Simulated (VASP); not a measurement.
GaSb, 2 atoms in the cell. It takes space group F-43m (No. 216, cubic). The conventional cell has a = 6.133 Å, b = 6.133 Å, c = 6.133 Å, α = 90.00°, β = 90.00°, γ = 90.00°. Ga (site symmetry -43m) has 4 Sb at 2.66 Å within 3.5 Å. Within 3.5 Å of Sb (site symmetry -43m) lie 4 Ga at 2.66 Å. 

```yaml
Program: VASP 6.6.1
Task: single point
Functional: PBE
Dispersion: D3(BJ)
Potentials_or_basis: VASP PAW PBE potentials, release 64 (Ga_d, Sb)
Cutoff: 500 eV
k_mesh: 6 × 6 × 6
Occupations: gaussian, width 0.05 eV
Spin: no spin polarisation
Dipole_correction: no
Further_INCAR_settings: ALGO = Normal; EDIFF = 1e-06; NBANDS = 16
```

Potentials or basis: VASP PAW PBE potentials, release 64 (Ga_d, Sb).

The run is started by

```sh
$ cat potpaw_PBE.64/Ga_d/POTCAR potpaw_PBE.64/Sb/POTCAR > POTCAR
$ mpirun -np 1 vasp_std > vasp.out
```

Hardware: 1 thread of Intel Xeon 8259CL, on a shared host.

How long does it take, and how much memory?

It took 24 s on 1 thread of Intel Xeon 8259CL (shared host), peak memory 0.18 GiB. Counts: scf iterations 12, k points 16.
